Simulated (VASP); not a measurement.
## Cd: single point with PBEsol

Cd:

```
Cd
1.0
     2.76265    0.00000    0.00000
     0.00000    2.76265    0.00000
     0.00000    0.00000    2.76265
Cd
1
Direct
  0.00000 0.00000 0.00000
```

This isn't the form of Cd at room conditions, which is hcp.

* Program: VASP 6.6.1
* Task: single point
* Functional: PBEsol
* Potentials or basis: VASP PAW PBE potentials, release 64 (Cd)
* Cutoff: 520 eV
* k mesh: 14 × 14 × 14
* Occupations: methfessel-paxton, width 0.1 eV
* Spin: no spin polarisation
* Dipole correction: no
* Further INCAR settings: ALGO = Normal; EDIFF = 1e-07; NBANDS = 12

The pressure is 10.7 GPa and the band gap on the k mesh is zero (bands 6 and 7 overlap by 7.75 eV).

Levels at points of the mesh, in eV from the Fermi level:
```
           k point  band 4  band 5  band 6  band 7  band 8  band 9
(0.00, 0.00, 0.00)   -8.17   -8.17   -8.17   11.28   11.28   11.28
(0.50, 0.00, 0.00)   -8.83   -8.11   -2.98   -2.47   15.67   16.15
(0.50, 0.50, 0.00)   -8.72   -7.61    1.07    1.07    3.20    6.28
(0.50, 0.50, 0.50)   -7.57   -7.57    5.28    5.28    5.28    8.59
```

It took 23 s on 1 thread of Intel(R) Xeon(R) Platinum 8488C (Sapphire Rapids) (shared host), peak memory 0.15 GiB.

Caveat: the cell stands under pressure; the PAW data sets were made with another functional, which shifts forces and pressure a little.
